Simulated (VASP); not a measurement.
# Sb (P6_3/mmc) in VASP: notebook, part 3 of 3

VASP 6.6.1. Earlier steps stand in the parts before.

**5. Electric field gradients, PBEsol (volume scaled by 1.02)**

Input file INCAR:

```
SYSTEM = Sb
ALGO = Normal ; EDIFF = 1E-8
ENCUT = 520 ; GGA = PS
ISIF = 2 ; ISMEAR = -1
LASPH = .TRUE. ; LCHARG = .FALSE.
LEFG = .TRUE. ; LREAL = .FALSE.
LWAVE = .FALSE. ; NBANDS = 12
NELM = 100 ; PREC = Accurate
SIGMA = 0.05
```

Input file KPOINTS:

```
k-points
0
G
  12 12 7
  0 0 0
```

Input file POSCAR:

```
Sb
1.0
    3.3913120892      0.0000000000      0.0000000000
   -1.6956560446      2.9369624214      0.0000000000
    0.0000000000      0.0000000000      5.3652990420
Sb
2
Direct
    0.3333333333      0.6666666667      0.2500000000
    0.6666666667      0.3333333333      0.7500000000
```

Potentials or basis: VASP PAW PBE potentials, release 64 (Sb).

Launch:

```sh
$ cat potpaw_PBE.64/Sb/POTCAR > POTCAR
$ mpirun -np 1 vasp_std > vasp.out
```

OUTCAR:

```text
SYSTEM = Sb
   EDIFF = 1E-8
   ENCUT = 520
   GGA = PS
   ISIF = 2
   ISMEAR = -1
   LASPH = .TRUE.
   LREAL = .FALSE.
   NELM = 100
   PREC = Accurate

 ion  position               nearest neighbor table
   1  0.333  0.667  0.250-   2 3.32   2 3.32   2 3.32   2 3.32   2 3.32   2 3.32
   2  0.667  0.333  0.750-   1 3.32   1 3.32   1 3.32   1 3.32   1 3.32   1 3.32

  LATTYP: Found a hexagonal cell.
 ALAT       =     3.3913120892
 C/A-ratio  =     1.5820717471

  Lattice vectors:

 A1 = (   3.3913120892,   0.0000000000,   0.0000000000)
 A2 = (  -1.6956560446,   2.9369624214,   0.0000000000)
 A3 = (   0.0000000000,   0.0000000000,   5.3652990420)

Analysis of symmetry for initial positions (statically):
[... 35 lines left out ...]
                                     Primitive cell

  volume of cell :      53.4392

  direct lattice vectors                    reciprocal lattice vectors
     3.391312089  0.000000000  0.000000000     0.294871122  0.170243922  0.000000000
    -1.695656045  2.936962421  0.000000000     0.000000000  0.340487843  0.000000000
     0.000000000  0.000000000  5.365299042     0.000000000  0.000000000  0.186382901

  length of vectors
     3.391312089  3.391312089  5.365299042     0.340487843  0.340487843  0.186382901

  position of ions in fractional coordinates (direct lattice)
     0.333333333  0.666666667  0.250000000
     0.666666667  0.333333333  0.750000000

  ion indices of the primitive-cell ions
   primitive index   ion index
                 1           1
                 2           2

----------------------------------------------------------------------------------------

 KPOINTS: k-points

Automatic generation of k-mesh.
 Grid dimensions read from file:
 generate k-points for:   12   12    7

 Generating k-lattice:

  Cartesian coordinates                     Fractional coordinates (reciprocal lattice)
     0.024572593  0.014186993  0.000000000     0.083333333  0.000000000  0.000000000
     0.000000000  0.028373987  0.000000000     0.000000000  0.083333333  0.000000000
     0.000000000  0.000000000  0.026626129     0.000000000  0.000000000  0.142857143

  Length of vectors
     0.028373987  0.028373987  0.026626129

  Shift w.r.t. Gamma in fractional coordinates (k-lattice)
     0.000000000  0.000000000  0.000000000

 Subroutine IBZKPT returns following result:
 ===========================================

 Found     76 irreducible k-points:

 Following reciprocal coordinates:
            Coordinates               Weight
  0.000000  0.000000  0.000000      1.000000
  0.083333 -0.000000  0.000000      6.000000
  0.166667 -0.000000  0.000000      6.000000
  0.250000 -0.000000  0.000000      6.000000
  0.333333 -0.000000  0.000000      6.000000
  0.416667  0.000000  0.000000      6.000000
[... 16 lines left out ...]
  0.250000 -0.000000  0.142857     12.000000
  0.333333 -0.000000  0.142857     12.000000
 [... further k-points ...]
   k-points           NKPTS =     76   k-points in BZ     NKDIM =     76   number of bands    NBANDS=     12
   number of dos      NEDOS =    301   number of ions     NIONS =      2
[... 26 lines left out ...]
   PSTRESS=    0.0 pullay stress
   NELECT =      10.0000    total number of electrons
   NUPDOWN=      -1.0000    fix difference up-down
   EMIN   =  10.00;   EMAX   =-10.00  energy-range for DOS
   EFERMI =   0.00;   METHOD = LEGACY
   ISMEAR =    -1;   SIGMA  =   0.05  broadening in eV -4-tet -1-fermi 0-gaus
   EFERMI_NEDOS =   21; number of points for ismear=-14 and -15
   IALGO  =     38    algorithm
   IMIX   =      4    mixing-type and parameters
     AMIX     =   0.40;   BMIX     =  1.00
     AMIX_MAG =   1.60;   BMIX_MAG =  1.00
  volume/ion in A,a.u.               =      26.72       180.31
  Fermi-wavevector in a.u.,A,eV,Ry     =   0.936386  1.769513 11.929837  0.876818
  Thomas-Fermi vector in A             =   2.063390
   LORBIT       =      0    0 simple, 1 ext, 2 COOP (PROOUT), +10 PAW based schemes
   GGA     = PS    functional components
   LHFCALC =     F    Hartree Fock is set to
   AEXX    =    0.0000 exact exchange contribution
   IVDW    =     0    specifies the selected vdW correction
   LEPSILON=     F    determine dielectric tensor
   LRPA    =     F    only Hartree local field effects (RPA)
 non-spin polarized calculation
  energy-cutoff  :      520.00
  volume of cell :       53.44
 maximum number of plane-waves:      1459
 NGX is ok and might be reduce to    28
   NGX = 13   NGY = 13   NGZ = 19

 number of electron      10.0000000 magnetization

 Free energy of the ion-electron system (eV)
  ---------------------------------------------------
  ext. energy  EPLUGINS =         0.00000000
  ---------------------------------------------------
  free energy    TOTEN  =        -8.67580245 eV

  energy without entropy =       -8.66553168  energy(sigma->0) =       -8.67066706

 E-fermi :   8.5055     XC(G=0): -10.3652

 val. band max:        8.4875158289   @ k =   0.1667  -0.0000   0.0000
 cond. band min:       8.5136293350   @ k =   0.3333   0.2500   0.0000
 fundamental gap:      0.0261135061
 Fermi energy:         8.5055302210

 k-point     1 :       0.0000    0.0000    0.0000
  band No.  band energies     occupation
      1      -4.5244      2.00000
      2      -0.4144      2.00000
      3       2.6554      2.00000
      4      11.7306      0.00000
      5      11.7306      0.00000
      6      13.4862      0.00000
      7      13.4862      0.00000
      8      14.3775      0.00000
      9      15.8075      0.00000
     10      17.2752      0.00000
     11      18.3180      0.00000
     12      18.3180      0.00000
[... 331 lines left out ...]
 k-point    24 :       0.3333   -0.0000    0.1429
  band No.  band energies     occupation
      1      -2.5498      2.00000
      2       0.5059      2.00000
      3       4.3341      2.00000
      4       5.7188      2.00000
      5       7.4730      2.00000
      6       9.2179      0.00000
      7      10.9921      0.00000
      8      12.2917      0.00000
      9      13.4265      0.00000
     10      15.6452      0.00000
     11      17.4528      0.00000
     12      18.2849      0.00000

 [... further k-points ...]
[... 5 lines left out ...]
  --------------------------------------------------------------------------------------
  -------------------------------------------------------------------------------------
  Total       -0.3558344     -0.3558344     -0.7580669     -0.0000000      0.0000000     -0.0000000
  in kB      -10.6683801    -10.6683801    -22.7278322     -0.0000000      0.0000000     -0.0000000
  external PRESSURE =     -14.6881975 kB  Pullay stress =       0.0000000 kB

 VOLUME and BASIS-vectors are now :
 -----------------------------------------------------------------------------
  energy-cutoff  :      520.00
  volume of cell :       53.44
      direct lattice vectors                 reciprocal lattice vectors
     3.391312089  0.000000000  0.000000000     0.294871122  0.170243922  0.000000000
    -1.695656045  2.936962421  0.000000000     0.000000000  0.340487843  0.000000000
     0.000000000  0.000000000  5.365299042     0.000000000  0.000000000  0.186382901

 POSITION                                       TOTAL-FORCE (eV/Angst)
 -----------------------------------------------------------------------------------
     -0.00000      1.95797      1.34132         0.000000     -0.000000      0.000000
      1.69566      0.97899      4.02397        -0.000000      0.000000      0.000000
 -----------------------------------------------------------------------------------
    total drift:                                0.000000     -0.000000      0.000000

  FREE ENERGIE OF THE ION-ELECTRON SYSTEM (eV)
  ---------------------------------------------------
  free  energy   TOTEN  =        -8.6758024457 eV

  energy  without entropy=       -8.6655316829  energy(sigma->0) =       -8.67066706

 Electric field gradients (V/A^2)
---------------------------------------------------------------------
 ion       V_xx      V_yy      V_zz      V_xy      V_xz      V_yz
---------------------------------------------------------------------
   1     -10.756   -10.755    21.511     0.000     0.000    -0.000
   2     -10.756   -10.755    21.511     0.000    -0.000     0.000
---------------------------------------------------------------------

 Electric field gradients after diagonalization (V/A^2)
 (convention: |V_zz| > |V_xx| > |V_yy|)
----------------------------------------------------------------------
 ion       V_xx      V_yy      V_zz     asymmetry (V_yy - V_xx)/ V_zz
----------------------------------------------------------------------
   1     -10.756   -10.755    21.511       0.000
   2     -10.756   -10.755    21.511       0.000
----------------------------------------------------------------------

           NMR quadrupolar parameters

 Cq : quadrupolar parameter    Cq=e*Q*V_zz/h
 eta: asymmetry parameters     (V_yy - V_xx)/ V_zz
 Q  : nuclear electric quadrupole moment in mb (millibarn)
----------------------------------------------------------------------
 ion       Cq(MHz)       eta       Q (mb)
----------------------------------------------------------------------
   1       0.052       0.000       1.000
   2       0.052       0.000       1.000
----------------------------------------------------------------------
```

Wall time 17 s (1 thread of Intel Xeon 6975P-C (Granite Rapids), shared host); peak memory 0.2 GiB.

Results:

```yaml
Free_energy: -8.6758 eV
Pressure: -1.5 GPa
Band_gap_on_the_k_mesh: zero (band 5 reaches 12.40 eV, above the bottom of band 6 at 5.61 eV)
```

Levels at points of the mesh, in eV from the Fermi level:
| k point | band 1 | band 2 | band 3 | band 4 | band 5 | band 6 | band 7 | band 8 | band 9 | band 10 |
| --- | --- | --- | --- | --- | --- | --- | --- | --- | --- | --- |
| (0.00, 0.00, 0.00) | -13.03 | -8.92 | -5.85 | 3.23 | 3.23 | 4.98 | 4.98 | 5.87 | 7.30 | 8.77 |
| (0.50, 0.00, 0.00) | -9.55 | -8.18 | -4.23 | -2.87 | -2.37 | -0.19 | 0.10 | 3.67 | 4.21 | 7.43 |

Electric field gradients, principal values (V/Å²):
| atom | least | middle | greatest (by size) |
| --- | --- | --- | --- |
| 1 Sb | -10.755 | -10.756 | 21.511 |
| 2 Sb | -10.755 | -10.756 | 21.511 |

Caveat: without QUAD_EFG the Cq values of the log hold for a quadrupole moment of 1 mb, not for the nuclei; the PAW data sets were made with another functional, which shifts forces and pressure a little; spin-orbit coupling is left out, which moves the levels of the heavy elements.

**6. The runs side by side**

| cell | gap on the mesh (eV) | pressure (GPa) |
| --- | --- | --- |
| a = 3.413, b = 3.413, c = 5.400 Å, angles 90.0, 90.0, 120.0°, 2 atoms | none | -2.6 |
| a = 3.323, b = 3.323, c = 5.258 Å, angles 90.0, 90.0, 120.0°, 2 atoms | none | 2.9 |
| a = 3.369, b = 3.369, c = 5.330 Å, angles 90.0, 90.0, 120.0°, 2 atoms | none | -0.2 |
| a = 3.391, b = 3.391, c = 5.365 Å, angles 90.0, 90.0, 120.0°, 2 atoms | none | -1.5 |

Alike in all rows: task electric field gradients; level PBEsol; potentials or basis VASP PAW PBE potentials, release 64 (Sb); no spin polarisation; k mesh 12 × 12 × 7; cutoff (eV) 520; smearing fermi-dirac 0.05 eV.

Caveats: the PAW data sets were made with another functional, which shifts forces and pressure a little; spin-orbit coupling is left out, which moves the levels of the heavy elements.

Absolute energies hang on the potentials; compare differences alone.
